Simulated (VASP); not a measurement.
A run of VASP 6.6.1 is set up as follows.

File INCAR:

```
PREC     = Accurate       # precision mode
ENCUT    = 600            # plane-wave cutoff, eV
EDIFF    = 1E-6           # SCF threshold, eV
ISMEAR   = 0              # smearing method
SIGMA    = 0.1            # smearing width, eV
LREAL    = F              # projectors in reciprocal space
LASPH    = T              # aspherical terms in the spheres
NELM     = 80             # most SCF steps
ALGO     = Normal         # electronic algorithm
ISIF     = 3              # what is computed and relaxed
LWAVE    = F              # write WAVECAR
LCHARG   = F              # write CHGCAR
GGA      = PE             # functional
IBRION   = 2              # ionic algorithm
NSW      = 90             # ionic steps
EDIFFG   = -0.04          # ionic threshold
```

Contents of KPOINTS:

```
regular mesh
0
Gamma
  4 4 4
```

Contents of POSCAR:

```
PtSeS4
1.0
   -3.2232746700      3.2232746700      2.7663179500
    3.2232746700     -3.2232746700      2.7663179500
    3.2232746700      3.2232746700     -2.7663179500
Pt Se S
1 1 4
Direct
    0.0000000000      0.0000000000      0.0000000000
    0.5000000000      0.5000000000      0.0000000000
    0.9157789900      0.4157789900      0.8315579900
    0.5842210100      0.0842210100      0.1684420100
    0.0842210100      0.9157789900      0.5000000000
    0.4157789900      0.5842210100      0.5000000000
```

Potentials or basis: VASP PAW PBE potentials, release 64 (Pt, Se, S).

Run with:

```bash
$ cat potpaw_PBE.64/Pt/POTCAR potpaw_PBE.64/Se/POTCAR potpaw_PBE.64/S/POTCAR > POTCAR
$ mpirun -np 1 vasp_std > vasp.out
```

Q: Predict the relaxed volume.

A: 18.18 Å³/atom.

Q: What does it give for the relaxed cell?

A: a = 5.244 Å, b = 5.244 Å, c = 5.244 Å, α = 114.02°, β = 114.02°, γ = 100.70°.

Q: What does it give for the band gap on the k mesh?

A: Zero (bands 20 and 21 overlap by 1.31 eV).

Forces in eV/Å, atoms in the order of the input:
```
Pt   0.000  0.000  0.000
Se   0.000  0.000  0.000
S   -0.012 -0.012  0.000
S    0.012  0.012  0.000
S   -0.012  0.012  0.000
S    0.012 -0.012  0.000
```

Caveat: the k points lie up to 0.36 Å⁻¹ apart in the final cell, too coarse for converged energies and pressures of a metal; spin-orbit coupling is left out, which moves the levels of the heavy elements.
